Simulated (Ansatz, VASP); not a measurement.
# Mo in VASP and in Ansatz

```
CELL_PARAMETERS angstrom
-1.57100 1.57100 -1.57100
-1.57100 -1.57100 1.57100
0.00000 6.17793 6.17793
ATOMIC_POSITIONS crystal
Mo 0.00000 0.00000 0.89002
Mo 0.50000 0.50000 0.12715
Mo 0.00000 0.00000 0.38144
Mo 0.50000 0.50000 0.63573
```

Alike in both runs: task single point; functional PBE; k mesh 18 × 18 × 6; occupations gaussian, width 0.15 eV; no spin polarisation.

|  | VASP | Ansatz |
| --- | --- | --- |
| version | VASP 6.6.1 | Ansatz 0.2.0 |
| potentials or method | VASP PAW PBE potentials, release 64 (Mo_sv), cutoff 520 eV | scalar-relativistic, plane waves, PAW |
| valence electrons in the cell | 56 | 56 |

|  | VASP | Ansatz | Ansatz less VASP |
| --- | --- | --- | --- |
| gap on the k mesh at the Fermi level (eV) | none | none | - |
| pressure (GPa) | 11.0 | 10.4 | -0.59 |
| traceless stress, the component that is largest in VASP (GPa) | -2.09 | -2.09 | 0.000 |
| rms of the force components (eV/Å) | 0.513 | 0.507 | -0.0058 |

Atom by atom the forces differ by 0.006 eV/Å (rms over components). A gap of «none» marks a metal or a gap that the smearing closes.
